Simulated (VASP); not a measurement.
## Ir: single point with LDA

The system is Ir.

```
Ir
1.0
     2.70333    0.00000    0.00000
    -1.35167    2.34115    0.00000
     0.00000    0.00000    4.38698
Ir
2
Direct
  0.66667 0.33333 0.75000
  0.33333 0.66667 0.25000
```

- Program: VASP 6.6.1
- Task: single point
- Functional: LDA
- Potentials or basis: VASP PAW LDA potentials, release 64 (Ir)
- Cutoff: 500 eV
- k mesh: 9 × 9 × 4
- Occupations: gaussian, width 0.1 eV
- Spin: no spin polarisation

```yaml
Pressure: 2.5 GPa
Band_gap_on_the_k_mesh: zero (band 9 reaches 11.73 eV, above the bottom of band 10 at 8.55 eV)
```

Levels at points of the mesh, in eV from the Fermi level:
```tsv
k point	band 5	band 6	band 7	band 8	band 9	band 10	band 11	band 12	band 13	band 14
(0.00, 0.00, 0.00)	-3.90	-3.21	-3.21	-2.37	-2.37	-0.74	0.38	0.38	7.36	14.34
(0.00, 0.00, 0.50)	-4.02	-4.02	-4.02	-4.02	-0.39	-0.39	-0.39	-0.39	13.77	13.77
```

Wall time 15 s on 1 thread of Intel Xeon 8259CL (shared host), peak memory 0.13 GiB.

Caveat: spin-orbit coupling is left out, which moves the levels of the heavy elements.
